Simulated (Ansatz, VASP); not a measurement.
Two plane-wave programs on C

```
CELL_PARAMETERS angstrom
2.11913 -1.21410 0.00000
2.13551 1.24246 0.00000
-1.37907 -0.00919 3.50283
ATOMIC_POSITIONS crystal
C 0.83336 0.83336 0.00009
C 0.16664 0.16664 0.99991
```

Alike in both runs: task single point; functional PBEsol; k mesh 16 × 16 × 10; occupations fermi-dirac, width 0.15 eV; no spin polarisation.

|  | VASP | Ansatz |
| --- | --- | --- |
| version | VASP 6.6.1 | Ansatz 0.2.0 |
| potentials or method | VASP PAW PBE potentials, release 64 (C), cutoff 520 eV | plane waves, PAW |
| valence electrons in the cell | 8 | 8 |

VASP gave:

```
pressure (GPa)                                                : 1.6
traceless stress, the component that is largest in VASP (GPa) : -5.91
```

Problem. Estimate Ansatz's values.

Solution. Pressure (GPa): 1.0; traceless stress, the component that is largest in VASP (GPa): -5.88.

VASP's potentials were made for PBE, not for PBEsol.
